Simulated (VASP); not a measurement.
Cu: relaxation of cell and atoms with PBE

The system is Cu.

```
Cu
1.0
     2.28845    0.00000    0.00000
     0.00000    2.28845    0.00000
     0.00000    0.00000    2.28845
Cu
1
Direct
  0.00000 0.00000 0.00000
```

| Item | Value |
| --- | --- |
| Program | VASP 6.6.1 |
| Task | relaxation of cell and atoms |
| Functional | PBE |
| Potentials or basis | VASP PAW PBE potentials, release 64 (Cu) |
| Cutoff | 600 eV |
| k mesh | 8 × 8 × 8 |
| Occupations | gaussian, width 0.1 eV |
| Spin | no spin polarisation |
| Dipole correction | no |
| Further INCAR settings | ALGO = Fast; EDIFF = 1e-07; IBRION = 2; EDIFFG = -0.04; NSW = 90; ISIF = 3 |

The relaxed volume is 14.02 Å³/atom. The relaxed cell is a = 2.411 Å, b = 2.411 Å, c = 2.411 Å, α = 90.00°, β = 90.00°, γ = 90.00°, the space group after relaxing (to 0.05 Å) is Pm-3m (No. 221) and the energy gained by relaxing is 125.6 meV/atom. The ionic steps are 3 and the pressure after relaxing is 0.3 GPa.

Step by step:
```
step  energy change (eV)  largest force (eV/Å)  pressure (GPa)  volume (Å³)
   1              0.0000                0.0000           23.06        11.98
   2             -0.0997                0.0000           -6.57        15.23
   3             -0.1256                0.0000            0.30        14.02
```

Final structure:
```
CELL_PARAMETERS angstrom
2.41150 0.00000 0.00000
0.00000 2.41150 0.00000
0.00000 0.00000 2.41150
ATOMIC_POSITIONS crystal
Cu 0.00000 0.00000 0.00000
```

Levels at points of the mesh, in eV from the Fermi level:
| k point | band 2 | band 3 | band 4 | band 5 | band 6 | band 7 | band 8 | band 9 |
| --- | --- | --- | --- | --- | --- | --- | --- | --- |
| (0.00, 0.00, 0.00) | -3.45 | -3.45 | -1.00 | -1.00 | -1.00 | 17.74 | 17.74 | 17.74 |
| (0.50, 0.00, 0.00) | -3.14 | -1.76 | -1.76 | -0.99 | -0.94 | 2.24 | 23.55 | 24.08 |
| (0.50, 0.50, 0.00) | -2.92 | -1.61 | -1.61 | -0.47 | 4.55 | 4.55 | 8.87 | 10.18 |
| (0.50, 0.50, 0.50) | -3.13 | -3.13 | -0.43 | -0.43 | 10.24 | 10.24 | 10.24 | 13.59 |

Run time: 9.7 s on 1 thread of AMD EPYC 9R45 96-Core Processor (Zen 5), on a shared host, peak memory 0.09 GiB.

Caveat: the volume moved by over 15 % at a fixed basis, so the end points are rough.
